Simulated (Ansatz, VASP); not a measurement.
# ZrS2: VASP beside Ansatz

```xyz
3
Lattice="3.6914 0.0000 0.0000 -1.8457 3.1968 0.0000 0.0000 0.0000 6.0411" Properties=species:S:1:pos:R:3 pbc="T T T"
Zr    0.0000    0.0000    0.0000
S     1.8457    1.0656    4.6038
S     0.0000    2.1312    1.4372
```

Alike in both runs: task single point; functional LDA; k mesh 6 × 6 × 4; no spin polarisation.

|  | VASP | Ansatz |
| --- | --- | --- |
| version | VASP 6.6.1 | Ansatz 0.2.0 |
| potentials or method | VASP PAW LDA potentials, release 64 (Zr_sv, S) | plane waves, PAW |
| plane-wave cutoff (eV) | 500 | 420 |
| occupations | gaussian, width 0.01 eV | fixed |
| valence electrons in the cell | 24 | 24 |

Ansatz gave:

```
gap on the k mesh at the Fermi level (eV)                     : 0.95
pressure (GPa)                                                : -4.5
traceless stress, the component that is largest in VASP (GPa) : 1.06
rms of the force components (eV/Å)                            : 0.145
```

Task: Estimate VASP's values.

Result: gap on the k mesh at the Fermi level (eV): 0.95; pressure (GPa): -4.5; traceless stress, the component that is largest in VASP (GPa): 1.06; rms of the force components (eV/Å): 0.136.

LDA's correlation is that of Perdew and Zunger in VASP and of Perdew and Wang (1992) in Ansatz. Atom by atom the forces differ by 0.009 eV/Å (rms over components).
